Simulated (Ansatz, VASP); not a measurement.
## Two plane-wave programs on Ca3TeRu2

```xyz
6
Lattice="6.2342 0.0000 0.0000 -3.1171 5.3990 0.0000 0.0000 0.0000 7.3244" Properties=species:S:1:pos:R:3 pbc="T T T"
Ca    3.1171    0.0000    3.6622
Ca   -1.5586    2.6995    3.6622
Ca    1.5586    2.6995    3.6622
Te    0.0000    0.0000    0.0000
Ru    0.0000    0.0000    2.5235
Ru    0.0000    0.0000    4.8009
```

Alike in both runs: functional PBE; k mesh 6 × 6 × 4; occupations gaussian, width 0.1 eV; no spin polarisation.

Ansatz relaxed the structure, and its values are those at the end. VASP's run is a single point on that final structure, the one shown.

```csv
,VASP,Ansatz
version,VASP 6.6.1,Ansatz 0.2.0
potentials or method,"VASP PAW PBE potentials, release 64 (Ca_sv, Te, Ru_pv), cutoff 520 eV","scalar-relativistic, plane waves, PAW"
valence electrons in the cell,64,78
```

```tsv
	VASP	Ansatz	Ansatz less VASP
gap on the k mesh at the Fermi level (eV)	none	none	-
pressure (GPa)	0.0	0.0	-0.01
rms of the force components (eV/Å)	0.021	0.007	-0.0145
```

A gap of «none» marks a metal or a gap that the smearing closes. VASP's potentials hold 64 valence electrons a cell and Ansatz's 78, so a difference there can come from the potentials and not from the codes.

Spin-orbit coupling is off throughout.
